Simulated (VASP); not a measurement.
# CdTe (Pbcm) in VASP: single point with LDA

Aim: the single point of CdTe with LDA.

Program: VASP 6.6.1. These are calculated values, not measurements. Logs are shortened: lines on timing, memory, paths and dates and some standing lists are left out, and cuts for length are marked.

## 1. The cell of the first run

The structure is orthorhombic, space group Pbcm (No. 57). Conventional cell: a = 6.814 Å, b = 6.136 Å, c = 5.794 Å, α = 90.00°, β = 90.00°, γ = 90.00°. Cd (site symmetry m) has 5 Te at 2.72 to 3.48 Å within 3.6 Å. Te (site symmetry m) has 5 Cd at 2.72 to 3.48 Å and 6 Te at 3.56 to 3.70 Å within 3.7 Å.

## 2. Single point, LDA

Contents of INCAR:

```
PREC = Accurate ; ENCUT = 520
EDIFF = 1E-7 ; ISMEAR = -1
SIGMA = 0.1 ; LREAL = F
LASPH = T ; NELM = 60
ALGO = Normal ; ISIF = 2
LWAVE = F ; LCHARG = F
GGA = CA ; NBANDS = 46
```

Contents of KPOINTS:

```
Automatic mesh
0
Gamma
  5 6 6
```

Contents of POSCAR:

```
CdTe
1.0
    6.8141460000      0.0000000000      0.0000000000
    0.0000000000      6.1356340000      0.0000000000
    0.0000000000      0.0000000000      5.7940080000
Cd Te
4 4
Direct
    0.2550000000      0.0096000000      0.2500000000
    0.7450000000      0.9904000000      0.7500000000
    0.2550000000      0.4904000000      0.7500000000
    0.7450000000      0.5096000000      0.2500000000
    0.8593000000      0.0628000000      0.2500000000
    0.1407000000      0.9372000000      0.7500000000
    0.8593000000      0.4372000000      0.7500000000
    0.1407000000      0.5628000000      0.2500000000
```

Potentials or basis: VASP PAW LDA potentials, release 64 (Cd, Te).

On the command line:

```sh
$ cat potpaw_LDA.64/Cd/POTCAR potpaw_LDA.64/Te/POTCAR > POTCAR
$ mpirun -np 1 vasp_std > vasp.out
```

OUTCAR:

```text
PREC = Accurate
   ENCUT = 520
   EDIFF = 1E-7
   ISMEAR = -1
   LREAL = F
   LASPH = T
   NELM = 60
   ISIF = 2
   GGA = CA

 ion  position               nearest neighbor table
   1  0.255  0.010  0.250-   5 2.72   8 2.85   6 3.03   6 3.03   8 3.48
   2  0.745  0.990  0.750-   6 2.72   7 2.85   5 3.03   5 3.03   7 3.48
   3  0.255  0.490  0.750-   7 2.72   6 2.85   8 3.03   8 3.03   6 3.48
   4  0.745  0.510  0.250-   8 2.72   5 2.85   7 3.03   7 3.03   5 3.48
   5  0.859  0.063  0.250-   1 2.72   4 2.85   2 3.03   2 3.03   4 3.48   6 3.56   6 3.56   8 3.62
                             8 3.62
   6  0.141  0.937  0.750-   2 2.72   3 2.85   1 3.03   1 3.03   3 3.48   5 3.56   5 3.56   7 3.62
                             7 3.62
   7  0.859  0.437  0.750-   3 2.72   2 2.85   4 3.03   4 3.03   2 3.48   8 3.56   8 3.56   6 3.62
                             6 3.62
   8  0.141  0.563  0.250-   4 2.72   1 2.85   3 3.03   3 3.03   1 3.48   7 3.56   7 3.56   5 3.62
                             5 3.62

  LATTYP: Found a simple orthorhombic cell.
 ALAT       =     5.7940080000
 B/A-ratio  =     1.0589619483
 C/A-ratio  =     1.1760677583

  Lattice vectors:

 A1 = (   0.0000000000,   0.0000000000,  -5.7940080000)
 A2 = (   0.0000000000,   6.1356340000,   0.0000000000)
 A3 = (   6.8141460000,   0.0000000000,   0.0000000000)

Analysis of symmetry for initial positions (statically):
=====================================================================
 Subroutine PRICEL returns:
 Original cell was already a primitive cell.

 Routine SETGRP: Setting up the symmetry group for a
 simple orthorhombic supercell.

 Subroutine GETGRP returns: Found  8 space group operations
 (whereof  2 operations were pure point group operations)
 out of a pool of  8 trial point group operations.

The static configuration has the point symmetry S_2 .
 The point group associated with its full space group is D_2h.

Analysis of symmetry for dynamics (positions and initial velocities):
=====================================================================
 Subroutine PRICEL returns:
 Original cell was already a primitive cell.

 Routine SETGRP: Setting up the symmetry group for a
 simple orthorhombic supercell.

 Subroutine GETGRP returns: Found  8 space group operations
 (whereof  2 operations were pure point group operations)
 out of a pool of  8 trial point group operations.

The dynamic configuration has the point symmetry S_2 .
 The point group associated with its full space group is D_2h.

 Subroutine INISYM returns: Found  8 space group operations
 (whereof  2 operations are pure point group operations),
 and found     1 'primitive' translations

----------------------------------------------------------------------------------------

                                     Primitive cell

  volume of cell :     242.2423

  direct lattice vectors                    reciprocal lattice vectors
     6.814146000  0.000000000  0.000000000     0.146753533  0.000000000  0.000000000
     0.000000000  6.135634000  0.000000000     0.000000000  0.162982342  0.000000000
     0.000000000  0.000000000  5.794008000     0.000000000  0.000000000  0.172592099

  length of vectors
     6.814146000  6.135634000  5.794008000     0.146753533  0.162982342  0.172592099

  position of ions in fractional coordinates (direct lattice)
     0.255000000  0.009600000  0.250000000
     0.745000000  0.990400000  0.750000000
     0.255000000  0.490400000  0.750000000
     0.745000000  0.509600000  0.250000000
     0.859300000  0.062800000  0.250000000
     0.140700000  0.937200000  0.750000000
     0.859300000  0.437200000  0.750000000
     0.140700000  0.562800000  0.250000000

  ion indices of the primitive-cell ions
   primitive index   ion index
                 1           1
                 2           2
                 3           3
                 4           4
                 5           5
                 6           6
                 7           7
                 8           8

----------------------------------------------------------------------------------------

 KPOINTS: Automatic mesh

Automatic generation of k-mesh.
 Grid dimensions read from file:
 generate k-points for:    5    6    6

 Generating k-lattice:

  Cartesian coordinates                     Fractional coordinates (reciprocal lattice)
     0.029350707  0.000000000  0.000000000     0.200000000  0.000000000  0.000000000
     0.000000000  0.027163724  0.000000000     0.000000000  0.166666667  0.000000000
     0.000000000  0.000000000  0.028765350     0.000000000  0.000000000  0.166666667

  Length of vectors
     0.029350707  0.027163724  0.028765350

  Shift w.r.t. Gamma in fractional coordinates (k-lattice)
     0.000000000  0.000000000  0.000000000

 Subroutine IBZKPT returns following result:
 ===========================================

 Found     48 irreducible k-points:

 Following reciprocal coordinates:
            Coordinates               Weight
  0.000000  0.000000  0.000000      1.000000
  0.200000  0.000000  0.000000      2.000000
  0.400000  0.000000  0.000000      2.000000
  0.000000  0.166667  0.000000      2.000000
  0.200000  0.166667  0.000000      4.000000
  0.400000  0.166667  0.000000      4.000000
[... 16 lines left out ...]
  0.200000  0.500000  0.166667      4.000000
  0.400000  0.500000  0.166667      4.000000
 [... further k-points ...]
   k-points           NKPTS =     48   k-points in BZ     NKDIM =     48   number of bands    NBANDS=     46
   number of dos      NEDOS =    301   number of ions     NIONS =      8
   total plane-waves  NPLWV = 124416
   dimension x,y,z NGX =    54 NGY =   48 NGZ =   48
   dimension x,y,z NGXF=   108 NGYF=   96 NGZF=   96
   ions per type =               4   4
   NGX,Y,Z   is equivalent  to a cutoff of  13.17, 13.01, 13.77 a.u.
   NGXF,Y,Z  is equivalent  to a cutoff of  26.35, 26.01, 27.55 a.u.
 SYSTEM =  unknown system
   PREC   = accura    normal or accurate (medium, high low for compatibility)
   ISTART =      0    job   : 0-new  1-cont  2-samecut
   ICHARG =      2    charge: 1-file 2-atom 10-const
   ISPIN  =      1    spin polarized calculation?
   LNONCOLLINEAR =      F non collinear calculations
   LSORBIT =      F    spin-orbit coupling
   LASPH  =      T    aspherical Exc in radial PAW
   ENCUT  =  520.0 eV  38.22 Ry    6.18 a.u.  12.67 11.41 10.77*2*pi/ulx,y,z
   NELM   =     60;   NELMIN=  2; NELMDL= -5     # of ELM steps
   EDIFF  = 0.1E-06   stopping-criterion for ELM
   LREAL  =      F    real-space projection
   EDIFFG = 0.1E-05   stopping-criterion for IOM
   NSW    =      0    number of steps for IOM
   IBRION =     -1    ionic relax: 0-MD 1-quasi-New 2-CG
   NFREE  =      0    steps in history (QN), initial steepest desc. (CG)
   ISIF   =      2    stress and relaxation
   ISYM   =      2    0-nonsym 1-usesym 2-fastsym
   POTIM  = 0.5000    time-step for ionic-motion
   TEBEG  =    0.0;   TEEND  =   0.0 temperature during run
   PSTRESS=    0.0 pullay stress
   NELECT =      72.0000    total number of electrons
   NUPDOWN=      -1.0000    fix difference up-down
   EMIN   =  10.00;   EMAX   =-10.00  energy-range for DOS
   EFERMI =   0.00;   METHOD = LEGACY
   ISMEAR =    -1;   SIGMA  =   0.10  broadening in eV -4-tet -1-fermi 0-gaus
   EFERMI_NEDOS =   21; number of points for ismear=-14 and -15
   IALGO  =     38    algorithm
   IMIX   =      4    mixing-type and parameters
     AMIX     =   0.40;   BMIX     =  1.00
     AMIX_MAG =   1.60;   BMIX_MAG =  1.00
  volume/ion in A,a.u.               =      30.28       204.34
  Fermi-wavevector in a.u.,A,eV,Ry     =   1.092536  2.064593 16.240383  1.193634
  Thomas-Fermi vector in A             =   2.228803
   LORBIT       =      0    0 simple, 1 ext, 2 COOP (PROOUT), +10 PAW based schemes
   GGA     = CA    functional components
   LHFCALC =     F    Hartree Fock is set to
   AEXX    =    0.0000 exact exchange contribution
   IVDW    =     0    specifies the selected vdW correction
   LEPSILON=     F    determine dielectric tensor
   LRPA    =     F    only Hartree local field effects (RPA)
 non-spin polarized calculation
  energy-cutoff  :      520.00
  volume of cell :      242.24
 maximum number of plane-waves:      6546
 NGX is ok and might be reduce to    54
   NGX = 25   NGY = 23   NGZ = 21

 number of electron      71.9999993 magnetization

 Free energy of the ion-electron system (eV)
  ---------------------------------------------------
  ext. energy  EPLUGINS =         0.00000000
  ---------------------------------------------------
  free energy    TOTEN  =       -19.02641831 eV

  energy without entropy =      -18.90781827  energy(sigma->0) =      -18.96711829

 E-fermi :   3.6933     XC(G=0):  -9.5918

 val. band max:        3.6906594284   @ k =   0.4000   0.3333   0.3333
 cond. band min:       3.7297413236   @ k =   0.2000   0.0000   0.0000
 fundamental gap:      0.0390818952
 Fermi energy:         3.6932980251

 k-point     1 :       0.0000    0.0000    0.0000
  band No.  band energies     occupation
      1      -9.0802      2.00000
      2      -7.5869      2.00000
      3      -7.4813      2.00000
      4      -7.4660      2.00000
      5      -5.2271      2.00000
      6      -5.1752      2.00000
[... 38 lines left out ...]
     45       9.5823      0.00000
     46       9.6166      0.00000

 k-point     2 :       0.2000    0.0000    0.0000
  band No.  band energies     occupation
      1      -9.0662      2.00000
      2      -7.5752      2.00000
      3      -7.4831      2.00000
      4      -7.4544      2.00000
      5      -5.2454      2.00000
      6      -5.1678      2.00000
[... 38 lines left out ...]
     45       9.1938      0.00000
     46       9.5197      0.00000

 k-point     3 :       0.4000    0.0000    0.0000
  band No.  band energies     occupation
      1      -9.0428      2.00000
      2      -7.5559      2.00000
      3      -7.4866      2.00000
      4      -7.4352      2.00000
      5      -5.2739      2.00000
      6      -5.1543      2.00000
[... 1018 lines left out ...]
     45       8.3197      0.00000
     46       8.3197      0.00000

 k-point    24 :       0.4000    0.5000    0.1667
  band No.  band energies     occupation
      1      -8.3540      2.00000
      2      -8.3540      2.00000
      3      -7.3281      2.00000
      4      -7.3281      2.00000
      5      -5.1708      2.00000
      6      -5.1708      2.00000
[... 38 lines left out ...]
     45       7.7125      0.00000
     46       7.7125      0.00000

 [... further k-points ...]

------------------------ aborting loop because EDIFF is reached ----------------------------------------

  FORCE on cell =-STRESS in cart. coord.  units (eV):
  Direction    XX          YY          ZZ          XY          YZ          ZX
  --------------------------------------------------------------------------------------
  -------------------------------------------------------------------------------------
  Total        6.5218140      2.6940859     -1.2737035      0.0000000      0.0000000      0.0000000
  in kB       43.1349223     17.8185374     -8.4242052      0.0000000      0.0000000      0.0000000
  external PRESSURE =      17.5097515 kB  Pullay stress =       0.0000000 kB

 VOLUME and BASIS-vectors are now :
 -----------------------------------------------------------------------------
  energy-cutoff  :      520.00
  volume of cell :      242.24
      direct lattice vectors                 reciprocal lattice vectors
     6.814146000  0.000000000  0.000000000     0.146753533  0.000000000  0.000000000
     0.000000000  6.135634000  0.000000000     0.000000000  0.162982342  0.000000000
     0.000000000  0.000000000  5.794008000     0.000000000  0.000000000  0.172592099

 POSITION                                       TOTAL-FORCE (eV/Angst)
 -----------------------------------------------------------------------------------
      1.73761      0.05890      1.44850         0.694896      0.162546     -0.000000
      5.07654      6.07673      4.34551        -0.694896     -0.162546      0.000000
      1.73761      3.00891      4.34551         0.694896     -0.162546     -0.000000
      5.07654      3.12672      1.44850        -0.694896      0.162546     -0.000000
      5.85540      0.38532      1.44850        -2.456394     -0.609002      0.000000
      0.95875      5.75032      4.34551         2.456394      0.609002      0.000000
      5.85540      2.68250      4.34551        -2.456394      0.609002      0.000000
      0.95875      3.45313      1.44850         2.456394     -0.609002      0.000000
 -----------------------------------------------------------------------------------
    total drift:                                0.000000      0.000000     -0.000000

  FREE ENERGIE OF THE ION-ELECTRON SYSTEM (eV)
  ---------------------------------------------------
  free  energy   TOTEN  =       -19.0264183136 eV

  energy  without entropy=      -18.9078182681  energy(sigma->0) =      -18.96711829
```

Wall time 8.7 min (1 thread of Intel Xeon Platinum 8259CL at 2.50GHz (Skylake/Cascade Lake), shared host); peak memory 0.54 GiB.

Results:

- Free energy: -19.0264 eV
- Pressure: 1.8 GPa
- Largest force: 2.531 eV/Å
- Band gap on the k mesh: zero (bands 36 and 37 overlap by 0.54 eV)

Forces in eV/Å, atoms in the order of the input:
```
Cd   0.695  0.163  0.000
Cd  -0.695 -0.163  0.000
Cd   0.695 -0.163  0.000
Cd  -0.695  0.163  0.000
Te  -2.456 -0.609  0.000
Te   2.456  0.609  0.000
Te  -2.456  0.609  0.000
Te   2.456 -0.609  0.000
```

Stress tensor (GPa, compression positive):
```
 4.31  0.00  0.00
 0.00  1.78  0.00
 0.00  0.00 -0.84
```

Caveat: semilocal functionals underestimate gaps, so a narrow gap can read as zero; spin-orbit coupling is left out, which moves the levels of the heavy elements; forces of over 1 eV/Å act on the atoms, so gaps and moduli don't describe the material at rest.
